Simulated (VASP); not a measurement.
# Al in VASP: single point with PBEsol

Aim: the single point of Al with PBEsol.

Everything below comes from runs of VASP 6.6.1. Logs are shortened: lines on timing, memory, paths and dates and some standing lists are left out, and cuts for length are marked.

## 1. The cell of the first run

The cell holds a slab with vacuum, 9 atoms: a = 2.836 Å, b = 2.836 Å, c = 35.644 Å, α = 90.00°, β = 90.00°, γ = 120.00°.

## 2. Single point, PBEsol

Input file INCAR:

```
PREC = Accurate ; ENCUT = 520
EDIFF = 1E-7 ; ISMEAR = 0
SIGMA = 0.1 ; LREAL = False
LASPH = True ; NELM = 60
ALGO = Normal ; ISIF = 2
LWAVE = False ; LCHARG = False
LDIPOL = True ; IDIPOL = 3
DIPOL = 0.5 0.5 0.500 ; GGA = PS
NBANDS = 24
```

Input file KPOINTS:

```
regular mesh
0
Gamma
  12 12 1
```

Input file POSCAR:

```
Al
1.0
    2.8362844918      0.0000000000      0.0000000000
   -1.4181422459      2.4562944222      0.0000000000
    0.0000000000      0.0000000000     35.6442989127
Al
9
Direct
    0.3333333333      0.6666666667      0.2384673078
    0.0000000000      0.0000000000      0.3038504808
    0.6666666667      0.3333333333      0.3692336539
    0.0000000000      0.0000000000      0.4346168269
    0.3333333333      0.6666666667      0.4994514265
    0.0000000000      0.0000000000      0.5642590145
    0.6666666667      0.3333333333      0.6300985772
    0.0000000000      0.0000000000      0.6953298058
    0.3333333333      0.6666666667      0.7613724444
```

Potentials or basis: VASP PAW PBE potentials, release 64 (Al).

Launch:

```sh
> cat potpaw_PBE.64/Al/POTCAR > POTCAR
> mpirun -np 1 vasp_std > vasp.out
```

OUTCAR:

```text
PREC = Accurate
   ENCUT = 520
   EDIFF = 1E-7
   ISMEAR = 0
   LREAL = False
   LASPH = True
   NELM = 60
   ISIF = 2
   GGA = PS

 ion  position               nearest neighbor table
   1  0.333  0.667  0.238-   2 2.85   2 2.85   2 2.85
   2  0.000  0.000  0.304-   1 2.85   1 2.85   1 2.85   3 2.85   3 2.85   3 2.85
   3  0.667  0.333  0.369-   4 2.85   4 2.85   4 2.85   2 2.85   2 2.85   2 2.85
   4  0.000  0.000  0.435-   5 2.83   5 2.83   5 2.83   3 2.85   3 2.85   3 2.85
   5  0.333  0.667  0.499-   6 2.83   6 2.83   6 2.83   4 2.83   4 2.83   4 2.83
   6  0.000  0.000  0.564-   5 2.83   5 2.83   5 2.83   7 2.86   7 2.86   7 2.86
   7  0.667  0.333  0.630-   8 2.84   8 2.84   8 2.84   6 2.86   6 2.86   6 2.86
   8  0.000  0.000  0.695-   7 2.84   7 2.84   7 2.84   9 2.87   9 2.87   9 2.87
   9  0.333  0.667  0.761-   8 2.87   8 2.87   8 2.87

  LATTYP: Found a hexagonal cell.
 ALAT       =     2.8362844918
 C/A-ratio  =    12.5672509284

  Lattice vectors:

 A1 = (   2.8362844918,   0.0000000000,   0.0000000000)
 A2 = (  -1.4181422459,   2.4562944222,   0.0000000000)
 A3 = (   0.0000000000,   0.0000000000,  35.6442989127)

Analysis of symmetry for initial positions (statically):
=====================================================================
 Subroutine PRICEL returns:
 Original cell was already a primitive cell.

 Routine SETGRP: Setting up the symmetry group for a
 hexagonal supercell.

 Subroutine GETGRP returns: Found  6 space group operations
 (whereof  6 operations were pure point group operations)
 out of a pool of 24 trial point group operations.

The static configuration has the point symmetry C_3v.

Analysis of symmetry for dynamics (positions and initial velocities):
=====================================================================
 Subroutine PRICEL returns:
 Original cell was already a primitive cell.

 Routine SETGRP: Setting up the symmetry group for a
 hexagonal supercell.

 Subroutine GETGRP returns: Found  6 space group operations
 (whereof  6 operations were pure point group operations)
 out of a pool of 24 trial point group operations.

The dynamic configuration has the point symmetry C_3v.

 Subroutine INISYM returns: Found  6 space group operations
 (whereof  6 operations are pure point group operations),
 and found     1 'primitive' translations

----------------------------------------------------------------------------------------

                                     Primitive cell

  volume of cell :     248.3249

[... 113 lines left out ...]
   IALGO  =     38    algorithm
   IMIX   =      4    mixing-type and parameters
     AMIX     =   0.40;   BMIX     =  1.00
     AMIX_MAG =   1.60;   BMIX_MAG =  1.00
  volume/ion in A,a.u.               =      27.59       186.20
  Fermi-wavevector in a.u.,A,eV,Ry     =   0.781369  1.476573  8.306860  0.610537
  Thomas-Fermi vector in A             =   1.884872
   LORBIT       =      0    0 simple, 1 ext, 2 COOP (PROOUT), +10 PAW based schemes
   GGA     = PS    functional components
   LHFCALC =     F    Hartree Fock is set to
   AEXX    =    0.0000 exact exchange contribution
   IVDW    =     0    specifies the selected vdW correction
   LEPSILON=     F    determine dielectric tensor
   LRPA    =     F    only Hartree local field effects (RPA)
 non-spin polarized calculation
 Gauss-broadening in eV      SIGMA  =   0.10
  energy-cutoff  :      520.00
  volume of cell :      248.32
 maximum number of plane-waves:      6736
 NGX is ok and might be reduce to    24
   NGX = 11   NGY = 11   NGZ =133

 dipolmoment           0.000000      0.000000      0.001132 electrons x Angstroem

 number of electron      27.0000000 magnetization

 dipolmoment           0.000000      0.000000     -0.000323 electrons x Angstroem

 Free energy of the ion-electron system (eV)
  ---------------------------------------------------
  ext. energy  EPLUGINS =         0.00000000
  ---------------------------------------------------
  free energy    TOTEN  =       -35.91809805 eV

  energy without entropy =      -35.89446901  energy(sigma->0) =      -35.90628353

 E-fermi :   3.0842     XC(G=0):  -6.5818

 val. band max:        3.0695181904   @ k =   0.1667   0.0833   0.0000
 cond. band min:       3.0862018281   @ k =   0.4167  -0.0000   0.0000
 fundamental gap:      0.0166836377
 Fermi energy:         3.0841713119

 k-point     1 :       0.0000    0.0000    0.0000
  band No.  band energies     occupation
      1      -8.0430      2.00000
      2      -7.7878      2.00000
      3      -7.4163      2.00000
      4      -6.8728      2.00000
      5      -6.2039      2.00000
      6      -5.4005      2.00000
[... 502 lines left out ...]
     23       4.5973      0.00000
     24       4.7808      0.00000

------------------------ aborting loop because EDIFF is reached ----------------------------------------

 vacuum level on the upper side and lower side of the slab       (xc-potential included)        -0.086        -0.080

  FORCE on cell =-STRESS in cart. coord.  units (eV):
  Direction    XX          YY          ZZ          XY          YZ          ZX
  --------------------------------------------------------------------------------------
  -------------------------------------------------------------------------------------
  Total       -1.1155814     -1.1155814      0.1477182     -0.0000000      0.0000000      0.0000000
  in kB       -7.1976635     -7.1976635      0.9530691     -0.0000000      0.0000000      0.0000000
  external PRESSURE =      -4.4807527 kB  Pullay stress =       0.0000000 kB

 VOLUME and BASIS-vectors are now :
 -----------------------------------------------------------------------------
  energy-cutoff  :      520.00
  volume of cell :      248.32
      direct lattice vectors                 reciprocal lattice vectors
     2.836284492  0.000000000  0.000000000     0.352573941  0.203558660  0.000000000
    -1.418142246  2.456294422  0.000000000     0.000000000  0.407117319  0.000000000
     0.000000000  0.000000000 35.644298913     0.000000000  0.000000000  0.028054977

 POSITION                                       TOTAL-FORCE (eV/Angst)
 -----------------------------------------------------------------------------------
     -0.00000      1.63753      8.50000        -0.000000     -0.000000     -0.053477
      0.00000      0.00000     10.83054         0.000000     -0.000000      0.063884
      1.41814      0.81876     13.16107         0.000000     -0.000000     -0.043221
      0.00000      0.00000     15.49161         0.000000     -0.000000      0.032519
     -0.00000      1.63753     17.80260         0.000000     -0.000000     -0.002733
      0.00000      0.00000     20.11262        -0.000000      0.000000      0.008678
      1.41814      0.81876     22.45942         0.000000     -0.000000     -0.008095
      0.00000      0.00000     24.78454        -0.000000      0.000000      0.011275
     -0.00000      1.63753     27.13859         0.000000     -0.000000     -0.008831
 -----------------------------------------------------------------------------------
    total drift:                                0.000000     -0.000000      0.000016

  FREE ENERGIE OF THE ION-ELECTRON SYSTEM (eV)
  ---------------------------------------------------
  free  energy   TOTEN  =       -35.9180980482 eV

  energy  without entropy=      -35.8944690109  energy(sigma->0) =      -35.90628353

 vacuum level on the upper side and lower side of the slab         7.155         7.161
```

OSZICAR:

```text
N       E                     dE             d eps       ncg     rms          rms(c)
DAV:   1     0.554064634949E+02    0.55406E+02   -0.88812E+03   912   0.835E+02
DAV:   2    -0.325479885432E+02   -0.87954E+02   -0.81381E+02  1240   0.133E+02
DAV:   3    -0.367373855250E+02   -0.41894E+01   -0.40620E+01  1360   0.273E+01
[... 24 lines left out ...]
DAV:  28    -0.359180971915E+02   -0.22964E-05   -0.85540E-08   752   0.713E-04    0.139E-03
DAV:  29    -0.359180975137E+02   -0.32220E-06   -0.11452E-08   752   0.401E-04    0.460E-04
DAV:  30    -0.359180977889E+02   -0.27517E-06   -0.68445E-09   672   0.274E-04    0.759E-05
DAV:  31    -0.359180980262E+02   -0.23729E-06   -0.73052E-09   672   0.191E-04    0.786E-05
DAV:  32    -0.359180980482E+02   -0.22046E-07   -0.42915E-10   672   0.881E-05
   1 F= -.35918098E+02 E0= -.35906284E+02  d E =-.236290E-01
```

It took 2.6 min on 1 thread of Intel Xeon 6975P-C (Granite Rapids), shared host; peak memory 0.41 GiB.

What came out:

```yaml
Free_energy: -35.9181 eV
Largest_force: 0.064 eV/Å
```

Forces in eV/Å, atoms in the order of the input:
```
Al   0.000  0.000 -0.053
Al   0.000  0.000  0.064
Al   0.000  0.000 -0.043
Al   0.000  0.000  0.033
Al   0.000  0.000 -0.003
Al   0.000  0.000  0.009
Al   0.000  0.000 -0.008
Al   0.000  0.000  0.011
Al   0.000  0.000 -0.009
```

Levels at points of the mesh, in eV from the Fermi level:
| k point | band 11 | band 12 | band 13 | band 14 | band 15 | band 16 |
| --- | --- | --- | --- | --- | --- | --- |
| (0.00, 0.00, 0.00) | -2.56 | -1.09 | 0.43 | 1.90 | 3.15 | 3.97 |
| (0.50, 0.00, 0.00) | -2.62 | -2.47 | -1.89 | -1.27 | -0.55 | -0.45 |

Caveat: the PAW data sets were made with another functional, which shifts forces and pressure a little.
